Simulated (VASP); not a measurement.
Set up this calculation in VASP 6.6.1, as the native input.

```
Task                   : single point
Functional             : PBE
Potentials or basis    : VASP PAW PBE potentials, release 64 (Ga_d, N)
Cutoff                 : 520 eV
k mesh                 : 9 × 9 × 4
Occupations            : gaussian, width 0.01 eV
Spin                   : no spin polarisation
Dipole correction      : no
Further INCAR settings : ALGO = Normal; EDIFF = 1e-06; NBANDS = 26
```

The structure of GaN lies in POSCAR:

```
GaN
1.0
    3.3903790362      0.0000000000      0.0000000000
   -1.6951895181      2.9361543738      0.0000000000
    0.0000000000      0.0000000000      4.9762961609
Ga N
2 2
Direct
    0.3333333333      0.6666666667      0.2500000000
    0.6666666667      0.3333333333      0.7500000000
    0.6666666667      0.3333333333      0.2500000000
    0.3333333333      0.6666666667      0.7500000000
```

This cell differs from its parent crystal: volume changed by +6%.

These files were run (other wordings do the same):

INCAR

```
  PREC = Accurate
  ENCUT = 520
  EDIFF = 1E-6
  ISMEAR = 0
  SIGMA = 0.01
  LREAL = False
  LASPH = True
  NELM = 80
  ALGO = Normal
  ISIF = 2
  LWAVE = False
  LCHARG = False
  GGA = PE
  NBANDS = 26
```

KPOINTS

```
Automatic mesh
0
Gamma
  9 9 4
```

Potentials or basis: VASP PAW PBE potentials, release 64 (Ga_d, N).

The run is started by

```sh
$ cat potpaw_PBE.64/Ga_d/POTCAR potpaw_PBE.64/N/POTCAR > POTCAR
$ mpirun -np 1 vasp_std > vasp.out
```

Results of the run:

* Pressure: -8.7 GPa
* Band gap on the k mesh: 0.68 eV, direct

It took 89 s on 1 thread of AMD EPYC 7R43 64-Core Processor (Zen 3) (shared host), peak memory 0.15 GiB.
